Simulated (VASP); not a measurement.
Pt:

```
Pt
1.0
     0.00000    1.96090    1.96090
     1.96090    0.00000    1.96090
     1.96090    1.96090    0.00000
Pt
1
Direct
  0.00000 0.00000 0.00000
```

| Property | Result |
| --- | --- |
| Program | VASP 6.6.1 |
| Task | relaxation of cell and atoms |
| Functional | RPBE |
| Potentials or basis | VASP PAW PBE potentials, release 64 (Pt) |
| Cutoff | 500 eV |
| k mesh | 9 × 9 × 9 |
| Occupations | fermi-dirac, width 0.05 eV |
| Spin | no spin polarisation |

At the start: pressure 13.4 GPa; volume 15.08 Å³/atom.

Q: Where does the relaxation end?

A: Over 4 steps the energy falls by 30.6 meV/atom and the volume is 15.86 Å³/atom (+5.2 %); space group Fm-3m (No. 225, to 0.05 Å).

The path:
```csv
step,energy change (eV),largest force (eV/Å),pressure (GPa),volume (Å³)
1,0.0000,0.0000,13.38,15.08
2,0.1280,0.0000,-20.58,18.00
3,-0.0305,0.0000,-0.57,15.89
4,-0.0306,0.0000,-0.06,15.86
```

Final structure:
```xyz
1
Lattice="0.0000 1.9941 1.9941 1.9941 0.0000 1.9941 1.9941 1.9941 0.0000" Properties=species:S:1:pos:R:3 pbc="T T T"
Pt    0.0000    0.0000    0.0000
```

Caveat: the PAW data sets were made with another functional, which shifts forces and pressure a little.
